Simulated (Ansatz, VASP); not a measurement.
**One calculation of MoS2, two programs**

File INCAR:

```
SYSTEM = MoS2
ALGO     = Normal         ! electronic algorithm
EDIFF    = 1E-6           ! SCF threshold, eV
ENCUT    = 520            ! plane-wave cutoff, eV
GGA      = PE             ! functional
ISIF     = 2              ! what is computed and relaxed
ISMEAR   = -1             ! smearing method
LASPH    = .TRUE.         ! aspherical terms in the spheres
LCHARG   = .FALSE.        ! write CHGCAR
LREAL    = .FALSE.        ! projectors in reciprocal space
LWAVE    = .FALSE.        ! write WAVECAR
NBANDS   = 20             ! bands
NELM     = 100            ! most SCF steps
PREC     = Accurate       ! precision mode
SIGMA    = 0.05           ! smearing width, eV
```

The input KPOINTS:

```
k-points
0
G
  13 13 13
  0 0 0
```

File POSCAR:

```
MoS2
1.0
    1.5762110184      0.9100258558      6.1028504825
   -1.5762110184      0.9100258558      6.1028504825
    0.0000000000     -1.8200517116      6.1028504825
Mo S
1 2
Direct
    0.0000000000      0.0000000000      0.0000000000
    0.7484000000      0.7484000000      0.7484000000
    0.5849000000      0.5849000000      0.5849000000
```

Input for Ansatz:

```yaml
crystal:
  lattice:
    - [1.5762110184, 0.9100258558, 6.1028504825]
    - [-1.5762110184, 0.9100258558, 6.1028504825]
    - [0.0, -1.8200517116, 6.1028504825]
  atoms:
    - { symbol: Mo, position: [0.0, 0.0, 0.0] }
    - { symbol: S, position: [0.7484, 0.7484, 0.7484] }
    - { symbol: S, position: [0.5849, 0.5849, 0.5849] }
kpoints:
  mp_grid: { grid: [13, 13, 13] }
  band_path:
    path:
      - [0.0, 0.0, 0.0]
      - [0.5, 0.5, 0.5]
      - [0.8185098338, 0.1814901662, 0.5]
      - [0.5, -0.1814901662, 0.1814901662]
      - [0.5, 0.0, 0.0]
      - [0.0, 0.0, 0.0]
      - [0.3407450831, -0.3407450831, 0.0]
      - [0.6592549169, 0.0, 0.3407450831]
      - [0.5, 0.0, 0.5]
    npoints: 5
scf:
  occupations: { method: fermi_dirac, width: 0.05 }
hamiltonian:
  xc: pbe
  pseudopotentials: { kind: all_electron, lapw: { basis_error: 0.0005 } }
output:
  forces: true
  stress: true
  eigenvalues: true
```

Change from the starting cell: volume scaled by 0.99.

Alike in both runs: task single point; functional PBE; k mesh 13 × 13 × 13; occupations fermi-dirac, width 0.05 eV; no spin polarisation.

|  | VASP | Ansatz |
| --- | --- | --- |
| version | VASP 6.6.1 | Ansatz 0.2.0 |
| potentials or method | VASP PAW PBE potentials, release 64 (Mo_sv, S), cutoff 520 eV | all-electron LAPW, scalar-relativistic |

|  | VASP | Ansatz | Ansatz less VASP |
| --- | --- | --- | --- |
| pressure (GPa) | 10.9 | 11.1 | +0.19 |
| traceless stress, the component that is largest in VASP (GPa) | 4.78 | 4.82 | +0.047 |
| rms of the force components (eV/Å) | 0.690 | 0.699 | +0.0099 |

Atom by atom the forces differ by 0.010 eV/Å (rms over components). Ansatz ran all-electron here, and VASP with PAW potentials.
